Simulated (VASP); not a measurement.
Set up this calculation in VASP 6.6.1, as the native input.

| Item | Value |
| --- | --- |
| Task | single point |
| Functional | PBE |
| Dispersion | D3(BJ) |
| Potentials or basis | VASP PAW PBE potentials, release 64 (Si) |
| Cutoff | 520 eV |
| k mesh | 2 × 2 × 2 |
| Occupations | fermi-dirac, width 0.3 eV |
| Spin | no spin polarisation |
| Dipole correction | no |
| Further INCAR settings | LREAL = Auto; ALGO = Normal; EDIFF = 1e-06; NBANDS = 46 |

The structure of Si lies in POSCAR:

```
Si
1.0
    0.0000000000      5.6889540000      5.6889540000
    5.6889540000      0.0000000000      5.6889540000
    5.6889540000      5.6889540000      0.0000000000
Si
16
Direct
    0.0123836473      0.0160574334      0.0368872731
    0.2113921118      0.2009508251     -0.0074178839
   -0.0412993320      0.0895683108      0.3910824380
    0.1412122510      0.1909401974      0.4980792603
   -0.0767803712      0.5738313229      0.0214274891
    0.1011345847      0.6627140947      0.1433567577
    0.0096151243      0.5416461444      0.4878401196
    0.1161373426      0.6973865494      0.5773644856
    0.5769865603     -0.0090614197     -0.0079364326
    0.6811972816      0.0579016810      0.1862029470
    0.5103925959     -0.0533665767      0.6110086318
    0.5231190127      0.3774859139      0.4006887734
    0.4729076734      0.4804310248      0.0106785887
    0.4977980135      0.6845282982      0.1458879787
    0.4541783955      0.7068434725      0.4496960250
    0.6716348911      0.5770305051      0.6604904874
```

One way to write it, as run:

INCAR

```
SYSTEM = Si
  ALGO = Normal
  EDIFF = 1E-6
  ENCUT = 520
  GGA = PE
  ISIF = 2
  ISMEAR = -1
  IVDW = 12
  LASPH = .True.
  LCHARG = .True.
  LELF = .True.
  LREAL = Auto
  LVHAR = .True.
  LWAVE = .False.
  NBANDS = 46
  NELM = 100
  PREC = Accurate
  SIGMA = 0.3
```

KPOINTS

```
k-points
0
Gamma
  2 2 2
  0 0 0
```

Potentials or basis: VASP PAW PBE potentials, release 64 (Si).

Run with:

```console
$ cat potpaw_PBE.64/Si/POTCAR > POTCAR
$ mpirun -np 1 vasp_std > vasp.out
```

It gave:

- Pressure: -6.7 GPa
- Largest force: 2.124 eV/Å
- Band gap on the k mesh: zero (bands 32 and 33 overlap by 0.18 eV)
- Dispersion energy per atom: -0.350 eV

Caveat: the k points lie up to 0.48 Å⁻¹ apart; so wide a smearing shifts energies and pressures; semilocal functionals underestimate gaps, so a narrow gap can read as zero; forces of over 1 eV/Å act on the atoms, so gaps and moduli don't describe the material at rest.

Run time: 11 min on 1 thread of AMD EPYC 7571 (shared host), peak memory 0.45 GiB.
